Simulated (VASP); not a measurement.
A run of VASP 6.6.1 is set up as follows.

The input INCAR:

```
SYSTEM = RbCl
PREC = Accurate
ENCUT = 500
EDIFF = 1E-6
ISMEAR = 0
SIGMA = 0.01
LREAL = .False.
LASPH = .True.
NELM = 120
ALGO = Normal
ISIF = 2
LWAVE = .False.
LCHARG = .False.
GGA = PE
NBANDS = 15
GGA_COMPAT = .False.
```

File KPOINTS:

```
Automatic mesh
0
Gamma
  4 4 4
  0 0 0
```

Contents of POSCAR:

```
RbCl
1.0
    0.0000000000      3.3057264435      3.3057264435
    3.3057264435      0.0000000000      3.3057264435
    3.3057264435      3.3057264435      0.0000000000
Rb Cl
1 1
Direct
    0.0000000000      0.0000000000      0.0000000000
    0.5000000000      0.5000000000      0.5000000000
```

Potentials or basis: VASP PAW PBE potentials, release 64 (Rb_sv, Cl).

Launch:

```bash
$ cat potpaw_PBE.64/Rb_sv/POTCAR potpaw_PBE.64/Cl/POTCAR > POTCAR
$ mpirun -np 1 vasp_std > vasp.out
```

Q: What does it give for the band gap on the k mesh?

A: 4.95 eV, direct.

Q: Predict the pressure.

A: 0.6 GPa.

Expect the measured gap to be larger: semilocal functionals such as PBE lack the derivative discontinuity.
